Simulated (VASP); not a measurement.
# ZrBrF (P4/mmm) in VASP: a series of runs

Runs on ZrBrF. Level: PBE. Tasks: single point, relaxation of cell and atoms.

Program: VASP 6.6.1. These are calculated values, not measurements. Logs are shortened: lines on timing, memory, paths and dates and some standing lists are left out, and cuts for length are marked.

## (1) The cell of the first run

Symmetry: P4/mmm, No. 123, tetragonal system. Conventional cell: a = 4.180 Å, b = 4.180 Å, c = 3.925 Å, α = 90.00°, β = 90.00°, γ = 90.00°. Zr (site symmetry 4/mmm) has 2 Br at 1.96 Å within 2.6 Å. Within 2.6 Å of Br (site symmetry 4/mmm) lie 2 Zr at 1.96 Å. Within 3.9 Å of F (site symmetry 4/mmm) lie 4 Br at 2.96 Å and 8 Zr at 3.55 Å.

## (2) Single point, PBE

The input, INCAR:

```
SYSTEM = ZrBrF
PREC = Accurate
ENCUT = 520
EDIFF = 1E-7
ISMEAR = 0
SIGMA = 0.1
LREAL = .FALSE.
LASPH = .TRUE.
NELM = 100
ALGO = Normal
ISIF = 2
LWAVE = .FALSE.
LCHARG = .FALSE.
GGA = PE
NBANDS = 20
```

The input, KPOINTS:

```
Automatic mesh
0
G
  4 4 4
  0 0 0
```

The input, POSCAR:

```
ZrBrF
1.0
    4.1797214600      0.0000000000      0.0000000000
    0.0000000000      4.1797214600      0.0000000000
    0.0000000000      0.0000000000      3.9247643100
Zr Br F
1 1 1
Direct
    0.0000000000      0.0000000000      0.0000000000
    0.0000000000      0.0000000000      0.5000000000
    0.5000000000      0.5000000000      0.5000000000
```

Potentials or basis: VASP PAW PBE potentials, release 64 (Zr_sv, Br, F).

Command:

```
$ cat potpaw_PBE.64/Zr_sv/POTCAR potpaw_PBE.64/Br/POTCAR potpaw_PBE.64/F/POTCAR > POTCAR
$ mpirun -np 1 vasp_std > vasp.out
```

OUTCAR:

```text
SYSTEM = ZrBrF
   PREC = Accurate
   ENCUT = 520
   EDIFF = 1E-7
   ISMEAR = 0
   LREAL = .FALSE.
   LASPH = .TRUE.
   NELM = 100
   ISIF = 2
   GGA = PE

 ion  position               nearest neighbor table
   1  0.000  0.000  0.000-   2 1.96   2 1.96
   2  0.000  0.000  0.500-   1 1.96   1 1.96
   3  0.500  0.500  0.500-

  LATTYP: Found a simple tetragonal cell.
 ALAT       =     4.1797214600
 C/A-ratio  =     0.9390014018

  Lattice vectors:

 A1 = (   4.1797214600,   0.0000000000,   0.0000000000)
 A2 = (   0.0000000000,   4.1797214600,   0.0000000000)
 A3 = (   0.0000000000,   0.0000000000,   3.9247643100)

Analysis of symmetry for initial positions (statically):
=====================================================================
 Subroutine PRICEL returns:
 Original cell was already a primitive cell.

 Routine SETGRP: Setting up the symmetry group for a
 simple tetragonal supercell.

 Subroutine GETGRP returns: Found 16 space group operations
 (whereof 16 operations were pure point group operations)
 out of a pool of 16 trial point group operations.

The static configuration has the point symmetry D_4h.

Analysis of symmetry for dynamics (positions and initial velocities):
=====================================================================
 Subroutine PRICEL returns:
 Original cell was already a primitive cell.

 Routine SETGRP: Setting up the symmetry group for a
 simple tetragonal supercell.

 Subroutine GETGRP returns: Found 16 space group operations
 (whereof 16 operations were pure point group operations)
 out of a pool of 16 trial point group operations.

The dynamic configuration has the point symmetry D_4h.

 Subroutine INISYM returns: Found 16 space group operations
 (whereof 16 operations are pure point group operations),
 and found     1 'primitive' translations

----------------------------------------------------------------------------------------

                                     Primitive cell

  volume of cell :      68.5659

  direct lattice vectors                    reciprocal lattice vectors
[... 74 lines left out ...]
   ISTART =      0    job   : 0-new  1-cont  2-samecut
   ICHARG =      2    charge: 1-file 2-atom 10-const
   ISPIN  =      1    spin polarized calculation?
   LNONCOLLINEAR =      F non collinear calculations
   LSORBIT =      F    spin-orbit coupling
   LASPH  =      T    aspherical Exc in radial PAW
   ENCUT  =  520.0 eV  38.22 Ry    6.18 a.u.   7.77  7.77  7.30*2*pi/ulx,y,z
   NELM   =    100;   NELMIN=  2; NELMDL= -5     # of ELM steps
   EDIFF  = 0.1E-06   stopping-criterion for ELM
   LREAL  =      F    real-space projection
   EDIFFG = 0.1E-05   stopping-criterion for IOM
   NSW    =      0    number of steps for IOM
   IBRION =     -1    ionic relax: 0-MD 1-quasi-New 2-CG
   NFREE  =      0    steps in history (QN), initial steepest desc. (CG)
   ISIF   =      2    stress and relaxation
   ISYM   =      2    0-nonsym 1-usesym 2-fastsym
   POTIM  = 0.5000    time-step for ionic-motion
   TEBEG  =    0.0;   TEEND  =   0.0 temperature during run
   PSTRESS=    0.0 pullay stress
   NELECT =      26.0000    total number of electrons
   NUPDOWN=      -1.0000    fix difference up-down
   EMIN   =  10.00;   EMAX   =-10.00  energy-range for DOS
   EFERMI =   0.00;   METHOD = LEGACY
   ISMEAR =     0;   SIGMA  =   0.10  broadening in eV -4-tet -1-fermi 0-gaus
   EFERMI_NEDOS =   21; number of points for ismear=-14 and -15
   IALGO  =     38    algorithm
   IMIX   =      4    mixing-type and parameters
     AMIX     =   0.40;   BMIX     =  1.00
     AMIX_MAG =   1.60;   BMIX_MAG =  1.00
  volume/ion in A,a.u.               =      22.86       154.24
  Fermi-wavevector in a.u.,A,eV,Ry     =   1.184940  2.239213 19.103721  1.404084
  Thomas-Fermi vector in A             =   2.321144
   LORBIT       =      0    0 simple, 1 ext, 2 COOP (PROOUT), +10 PAW based schemes
   GGA     = PE    functional components
   LHFCALC =     F    Hartree Fock is set to
   AEXX    =    0.0000 exact exchange contribution
   IVDW    =     0    specifies the selected vdW correction
   LEPSILON=     F    determine dielectric tensor
   LRPA    =     F    only Hartree local field effects (RPA)
 non-spin polarized calculation
 Gauss-broadening in eV      SIGMA  =   0.10
  energy-cutoff  :      520.00
  volume of cell :       68.57
 maximum number of plane-waves:      1862
 NGX is ok and might be reduce to    32
   NGX = 15   NGY = 15   NGZ = 15

 number of electron      25.9999997 magnetization

 Free energy of the ion-electron system (eV)
  ---------------------------------------------------
  ext. energy  EPLUGINS =         0.00000000
  ---------------------------------------------------
  free energy    TOTEN  =        -4.76711952 eV

  energy without entropy =       -4.75881527  energy(sigma->0) =       -4.76296740

 E-fermi :   3.9291     XC(G=0):  -8.8934

 val. band max:        3.8802864449   @ k =   0.2500   0.0000   0.5000
 cond. band min:       4.0295022154   @ k =   0.0000   0.0000   0.5000
 fundamental gap:      0.1492157706
 Fermi energy:         3.9290681278

 k-point     1 :       0.0000    0.0000    0.0000
  band No.  band energies     occupation
      1     -45.3699      2.00000
      2     -25.0793      2.00000
      3     -23.3842      2.00000
      4     -23.3842      2.00000
      5     -17.1991      2.00000
      6     -14.0704      2.00000
[... 403 lines left out ...]
     19       9.6350      0.00000
     20      11.5664      0.00000

------------------------ aborting loop because EDIFF is reached ----------------------------------------

  FORCE on cell =-STRESS in cart. coord.  units (eV):
  Direction    XX          YY          ZZ          XY          YZ          ZX
  --------------------------------------------------------------------------------------
  -------------------------------------------------------------------------------------
  Total       -1.7083276     -1.7083276     81.2725358      0.0000000      0.0000000      0.0000000
  in kB      -39.9184329    -39.9184329   1899.0925461      0.0000000      0.0000000      0.0000000
  external PRESSURE =     606.4185601 kB  Pullay stress =       0.0000000 kB

 VOLUME and BASIS-vectors are now :
 -----------------------------------------------------------------------------
  energy-cutoff  :      520.00
  volume of cell :       68.57
      direct lattice vectors                 reciprocal lattice vectors
     4.179721460  0.000000000  0.000000000     0.239250393  0.000000000  0.000000000
     0.000000000  4.179721460  0.000000000     0.000000000  0.239250393  0.000000000
     0.000000000  0.000000000  3.924764310     0.000000000  0.000000000  0.254792370

 POSITION                                       TOTAL-FORCE (eV/Angst)
 -----------------------------------------------------------------------------------
      0.00000      0.00000      0.00000         0.000000      0.000000      0.000000
      0.00000      0.00000      1.96238         0.000000      0.000000      0.000000
      2.08986      2.08986      1.96238         0.000000      0.000000      0.000000
 -----------------------------------------------------------------------------------
    total drift:                                0.000000      0.000000     -0.000000

  FREE ENERGIE OF THE ION-ELECTRON SYSTEM (eV)
  ---------------------------------------------------
  free  energy   TOTEN  =        -4.7671195212 eV

  energy  without entropy=       -4.7588152694  energy(sigma->0) =       -4.76296740
```

OSZICAR:

```text
N       E                     dE             d eps       ncg     rms          rms(c)
DAV:   1     0.218847551259E+03    0.21885E+03   -0.13557E+04   720   0.122E+03
DAV:   2     0.438335124587E+01   -0.21446E+03   -0.20743E+03   964   0.303E+02
DAV:   3    -0.707953966576E+01   -0.11463E+02   -0.11321E+02  1016   0.672E+01
DAV:   4    -0.757316857442E+01   -0.49363E+00   -0.49261E+00  1020   0.102E+01
DAV:   5    -0.757952815004E+01   -0.63596E-02   -0.63588E-02   948   0.124E+00    0.387E+01
DAV:   6    -0.504827766203E+01    0.25313E+01   -0.10239E+01   780   0.216E+01    0.190E+01
DAV:   7    -0.482898931846E+01    0.21929E+00   -0.15111E+00   820   0.797E+00    0.816E+00
DAV:   8    -0.477570268279E+01    0.53287E-01   -0.56240E-01   996   0.347E+00    0.114E+00
DAV:   9    -0.476728928637E+01    0.84134E-02   -0.10346E-01   792   0.178E+00    0.777E-01
DAV:  10    -0.476701210604E+01    0.27718E-03   -0.66298E-03   844   0.430E-01    0.181E-01
DAV:  11    -0.476707132714E+01   -0.59221E-04   -0.52125E-04   844   0.159E-01    0.820E-02
DAV:  12    -0.476712211315E+01   -0.50786E-04   -0.83917E-05   876   0.695E-02    0.226E-02
DAV:  13    -0.476711941164E+01    0.27015E-05   -0.10762E-05   864   0.220E-02    0.971E-03
DAV:  14    -0.476711960562E+01   -0.19398E-06   -0.33112E-06   800   0.140E-02    0.276E-03
DAV:  15    -0.476711943935E+01    0.16627E-06   -0.79921E-07   796   0.494E-03    0.960E-04
DAV:  16    -0.476711952123E+01   -0.81875E-07   -0.14891E-07   472   0.240E-03
   1 F= -.47671195E+01 E0= -.47629674E+01  d E =-.830425E-02
```

stdout:

```text
POSCAR found type information on POSCAR ZrBrF
 POSCAR found :  3 types and       3 ions
 scaLAPACK will be used
 LDA part: xc-table for (Slater+PW92), standard interpolation
 POSCAR, INCAR and KPOINTS ok, starting setup
 FFT: planning ... GRIDC
 FFT: planning ... GRID_SOFT
 FFT: planning ... GRID
 WAVECAR not read
 entering main loop
```

It took 21 s on 1 thread of Intel Xeon Platinum 8259CL at 2.50GHz (Skylake/Cascade Lake), shared host; peak memory 0.19 GiB.

Results:

```yaml
Free_energy: -4.7671 eV
Pressure: 60.6 GPa
Band_gap_on_the_k_mesh: zero (band 13 reaches 5.05 eV, above the bottom of band 14 at 3.52 eV)
```

Levels at points of the mesh, in eV from the Fermi level:
```tsv
k point	band 9	band 10	band 11	band 12	band 13	band 14	band 15	band 16	band 17	band 18
(0.00, 0.00, 0.00)	-2.71	-2.07	-2.07	-1.79	-0.43	-0.41	-0.41	-0.15	1.58	6.78
(0.50, 0.00, 0.00)	-3.30	-2.87	-2.76	-0.57	-0.37	-0.18	-0.13	1.39	1.95	3.59
(0.50, 0.50, 0.00)	-2.58	-1.81	-1.81	-0.79	-0.79	-0.07	0.19	1.80	1.94	5.14
(0.00, 0.00, 0.50)	-6.61	-3.50	-2.32	-2.32	0.10	0.13	1.86	5.20	5.69	5.90
(0.50, 0.00, 0.50)	-6.42	-3.09	-2.77	-2.71	-0.23	1.34	2.55	3.28	5.59	5.87
(0.50, 0.50, 0.50)	-7.22	-3.13	-2.18	-2.18	1.12	2.15	3.36	3.36	3.44	5.71
```

Caveat: the k points lie up to 0.40 Å⁻¹ apart.

## (3) Single point, PBE

This run uses another cell than the first one, of 24.89 Å³/atom, 1.089 times its volume.

INCAR: that of step 2 with these lines changed.

```diff
@@ -3,3 +3,3 @@
 ENCUT = 520
-EDIFF = 1E-7
+EDIFF = 1E-6
 ISMEAR = 0
```

KPOINTS is that of step 2.

The input, POSCAR:

```
ZrBrF
1.0
    3.8667270490      0.0000000000      0.0000000000
    0.0000000000      3.8667270490      0.0000000000
    0.0000000000      0.0000000000      4.9948283989
Zr Br F
1 1 1
Direct
    0.0000000000      0.0000000000      0.0000000000
    0.0000000000      0.0000000000      0.5000000000
    0.5000000000      0.5000000000      0.5000000000
```

Potentials or basis: VASP PAW PBE potentials, release 64 (Zr_sv, Br, F).

Command:

```
$ cat potpaw_PBE.64/Zr_sv/POTCAR potpaw_PBE.64/Br/POTCAR potpaw_PBE.64/F/POTCAR > POTCAR
$ mpirun -np 1 vasp_std > vasp.out
```

It took 34 s on 1 thread of Intel Xeon Platinum 8259CL at 2.50GHz (Skylake/Cascade Lake), shared host; peak memory 0.19 GiB.

The run converged. Its results:

```
Free energy            : -12.5250 eV
Pressure               : -0.3 GPa
Band gap on the k mesh : zero (band 13 reaches 3.32 eV, above the bottom of band 14 at 2.46 eV)
```

Stress tensor (GPa, compression positive):
```
-0.23  0.00  0.00
 0.00 -0.23  0.00
 0.00  0.00 -0.34
```

Levels at points of the mesh, in eV from the Fermi level:
```
           k point  band 9  band 10  band 11  band 12  band 13  band 14  band 15  band 16  band 17  band 18
(0.00, 0.00, 0.00)   -3.67    -2.00    -1.82    -0.75    -0.54    -0.54     0.63     0.63     1.57     2.19
(0.50, 0.00, 0.00)   -2.57    -2.45    -2.27    -2.06    -0.62     0.09     0.73     0.93     1.77     2.34
(0.50, 0.50, 0.00)   -3.89    -2.09    -0.53    -0.25    -0.25    -0.22    -0.22     1.70     2.03     4.30
(0.00, 0.00, 0.50)   -4.01    -2.85    -0.88    -0.88    -0.77    -0.68     1.59     2.46     2.46     5.16
(0.50, 0.00, 0.50)   -3.16    -2.46    -2.03    -2.02    -0.90     0.86     1.82     2.06     2.43     2.61
(0.50, 0.50, 0.50)   -5.27    -2.45    -0.63    -0.63     0.03     2.04     2.07     2.07     2.82     2.82
```

Caveat: the k points lie up to 0.41 Å⁻¹ apart.

## (4) Relaxation of cell and atoms, PBE

The input, INCAR:

```
ALGO = Normal ; EDIFF = 1E-6
EDIFFG = -0.04 ; ENCUT = 600
GGA = PE ; IBRION = 2
ISIF = 3 ; ISMEAR = 0
LASPH = T ; LCHARG = F
LREAL = F ; LWAVE = F
NELM = 100 ; NSW = 90
PREC = Accurate ; SIGMA = 0.1
```

The input, KPOINTS:

```
k-points
0
Gamma
  4 4 4
```

The input, POSCAR:

```
ZrBrF
1.0
    4.1797214600      0.0000000000      0.0000000000
    0.0000000000      4.1797214600      0.0000000000
    0.0000000000      0.0000000000      3.9247643100
Zr Br F
1 1 1
Direct
    0.0000000000      0.0000000000      0.0000000000
    0.0000000000      0.0000000000      0.5000000000
    0.5000000000      0.5000000000      0.5000000000
```

Command:

```
$ cat potpaw_PBE.64/Zr_sv/POTCAR potpaw_PBE.64/Br/POTCAR potpaw_PBE.64/F/POTCAR > POTCAR
$ mpirun -np 1 vasp_std > vasp.out
```

Run time: 7.7 min. Hardware: 1 thread of Intel Xeon Platinum 8259CL at 2.50GHz (Skylake/Cascade Lake), shared host; peak memory 0.22 GiB.

Results (log left out):

* Free energy: -12.4972 eV
* Relaxed volume: 24.53 Å³/atom
* Relaxed cell: a = 3.848 Å, b = 3.848 Å, c = 4.972 Å, α = 90.00°, β = 90.00°, γ = 90.00°
* Space group after relaxing (to 0.05 Å): P4/mmm (No. 123)
* Energy gained by relaxing: 2576.1 meV/atom
* Ionic steps: 15
* Pressure after relaxing: 0.1 GPa
* Band gap on the k mesh: zero (band 13 reaches 3.45 eV, above the bottom of band 14 at 2.57 eV)

Stress tensor (GPa, compression positive):
```
0.11 0.00 0.00
0.00 0.11 0.00
0.00 0.00 0.03
```

Step by step:
```
step  energy change (eV)  largest force (eV/Å)  pressure (GPa)  volume (Å³)
   1              0.0000                0.0000           60.65        68.57
   2             10.7413                0.0000          -31.44       149.62
   3             -5.3323                0.0000          -13.23       103.03
   4             -6.5422                0.0000          -10.65        96.45
   5             -7.0512                0.0000            7.77        79.91
   6             -7.4864                0.0000           -5.32        88.34
   7             -7.5616                0.0000           -2.03        85.37
   8             -7.5630                0.0000           -2.46        85.74
   9             -7.6516                0.0000           -1.86        81.37
  10             -7.7216                0.0000           -0.54        75.77
  11             -7.7275                0.0000            0.42        73.09
  12             -7.7281                0.0000            0.17        73.75
  13             -7.7281                0.0000            0.25        73.52
  14             -7.7274                0.0000           -0.29        73.79
  15             -7.7282                0.0000            0.08        73.60
```

Final structure:
```
Zr Br F
1.0
     3.84755    0.00000    0.00000
     0.00000    3.84755    0.00000
     0.00000    0.00000    4.97178
Zr Br F
1 1 1
Direct
  0.00000 0.00000 0.00000
  0.00000 0.00000 0.50000
  0.50000 0.50000 0.50000
```

Levels at points of the mesh, in eV from the Fermi level:
| k point | band 10 | band 11 | band 12 | band 13 | band 14 | band 15 | band 16 | band 17 |
| --- | --- | --- | --- | --- | --- | --- | --- | --- |
| (0.00, 0.00, 0.00) | -2.03 | -1.85 | -0.77 | -0.55 | -0.55 | 0.64 | 0.64 | 1.61 |
| (0.50, 0.00, 0.00) | -2.51 | -2.34 | -2.13 | -0.63 | 0.08 | 0.75 | 0.96 | 2.35 |
| (0.50, 0.50, 0.00) | -2.14 | -0.55 | -0.26 | -0.26 | -0.23 | -0.23 | 1.75 | 2.09 |
| (0.00, 0.00, 0.50) | -2.91 | -0.90 | -0.90 | -0.79 | -0.69 | 1.63 | 2.52 | 2.52 |
| (0.50, 0.00, 0.50) | -2.53 | -2.09 | -2.09 | -0.91 | 0.88 | 1.86 | 2.07 | 2.68 |
| (0.50, 0.50, 0.50) | -2.51 | -0.66 | -0.66 | 0.03 | 2.10 | 2.12 | 2.12 | 2.83 |

Caveat: the k points lie up to 0.41 Å⁻¹ apart in the final cell.

## (5) Single point, PBE, collinear spin, ferromagnetic start

This run uses another cell than the first one, of 24.89 Å³/atom, 1.089 times its volume.

The input, INCAR:

```
SYSTEM = ZrBrF
ALGO = Normal
EDIFF = 1E-6
ENCUT = 520
GGA = PE
ISIF = 2
ISMEAR = 0
ISPIN = 2
LASPH = .True.
LCHARG = .False.
LMAXMIX = 4
LORBIT = 11
LREAL = .False.
LWAVE = .False.
MAGMOM = 1 0 0
NBANDS = 24
NELM = 150
PREC = Accurate
SIGMA = 0.1
```

The input, KPOINTS:

```
k-points
0
Gamma
  4 4 4
  0 0 0
```

The input, POSCAR:

```
ZrBrF
1.0
    3.8667270490      0.0000000000      0.0000000000
    0.0000000000      3.8667270490      0.0000000000
    0.0000000000      0.0000000000      4.9948283989
Zr Br F
1 1 1
Direct
    0.0000000000      0.0000000000      0.0000000000
    0.0000000000      0.0000000000      0.5000000000
    0.5000000000      0.5000000000      0.5000000000
```

Command:

```
$ cat potpaw_PBE.64/Zr_sv/POTCAR potpaw_PBE.64/Br/POTCAR potpaw_PBE.64/F/POTCAR > POTCAR
$ mpirun -np 1 vasp_std > vasp.out
```

It took 2.8 min on 1 thread of Intel Xeon Platinum 8259CL at 2.50GHz (Skylake/Cascade Lake), shared host; peak memory 0.24 GiB.

The run converged. Its results:

| Property | Result |
| --- | --- |
| Free energy | -12.6173 eV |
| Pressure | 0.9 GPa |
| Net moment | 1.79 μB per cell |
| Site moments | Zr +0.99; Br -0.06; F +0.07 μB |
| Valence electrons inside the program's atomic spheres | Zr 9.64; Br 4.90; F 6.01 |

Stress tensor (GPa, compression positive):
```
 1.41  0.00  0.00
 0.00  1.41  0.00
 0.00  0.00 -0.19
```

Levels at points of the mesh, in eV from the Fermi level:
Spin up:
| k point | band 12 | band 13 | band 14 | band 15 | band 16 | band 17 |
| --- | --- | --- | --- | --- | --- | --- |
| (0.00, 0.00, 0.00) | -1.35 | -0.47 | -0.47 | 0.47 | 0.47 | 1.37 |
| (0.50, 0.00, 0.00) | -2.03 | -1.07 | -0.09 | 0.57 | 0.70 | 1.54 |
| (0.50, 0.50, 0.00) | -0.44 | -0.44 | -0.17 | -0.17 | 1.53 | 1.54 |
| (0.00, 0.00, 0.50) | -1.09 | -0.85 | -0.85 | 1.39 | 2.36 | 2.36 |
| (0.50, 0.00, 0.50) | -1.98 | -1.48 | 0.62 | 1.63 | 1.68 | 2.17 |
| (0.50, 0.50, 0.50) | -0.63 | -0.23 | 1.55 | 1.97 | 1.97 | 2.38 |
Spin down:
| k point | band 8 | band 9 | band 10 | band 11 | band 12 | band 13 | band 14 | band 15 | band 16 | band 17 |
| --- | --- | --- | --- | --- | --- | --- | --- | --- | --- | --- |
| (0.00, 0.00, 0.00) | -3.60 | -3.60 | -1.67 | -1.00 | -0.45 | -0.45 | 0.46 | 1.13 | 1.13 | 2.25 |
| (0.50, 0.00, 0.00) | -3.68 | -2.50 | -2.27 | -2.09 | -1.97 | 0.43 | 0.58 | 1.25 | 1.64 | 2.37 |
| (0.50, 0.50, 0.00) | -4.88 | -3.77 | -1.95 | -0.13 | -0.13 | 0.20 | 0.27 | 0.27 | 2.22 | 3.11 |
| (0.00, 0.00, 0.50) | -3.91 | -3.91 | -2.42 | -0.74 | -0.74 | -0.03 | 0.56 | 2.27 | 2.93 | 2.93 |
| (0.50, 0.00, 0.50) | -4.15 | -3.03 | -2.28 | -1.94 | -1.93 | 0.25 | 1.57 | 2.32 | 2.90 | 2.92 |
| (0.50, 0.50, 0.50) | -5.16 | -5.16 | -2.24 | -0.47 | -0.47 | 0.71 | 2.54 | 2.54 | 3.13 | 3.70 |

Caveat: the k points lie up to 0.41 Å⁻¹ apart.

## (6) Summary

| task | spin | cell | cutoff (eV) | gap on the mesh (eV) | pressure (GPa) |
| --- | --- | --- | --- | --- | --- |
| single point | off | a = 4.180, b = 4.180, c = 3.925 Å, 3 atoms | 520 | none | 60.6 |
| single point | off | a = 3.867, b = 3.867, c = 4.995 Å, 3 atoms | 520 | none | -0.3 |
| relaxation of cell and atoms | off | relaxed from a = 4.180, b = 4.180, c = 3.925 Å, 3 atoms | 600 | none | 0.1 |
| single point | collinear, ferromagnetic start | a = 3.867, b = 3.867, c = 4.995 Å, 3 atoms | 520 | none | 0.9 |

Alike in all rows: level PBE; potentials or basis VASP PAW PBE potentials, release 64 (Zr_sv, Br, F); k mesh 4 × 4 × 4; smearing gaussian 0.1 eV.

Caveats: all runs use coarse meshes.

Total energies depend on the potentials used, so only differences within one code and one set of settings carry meaning.
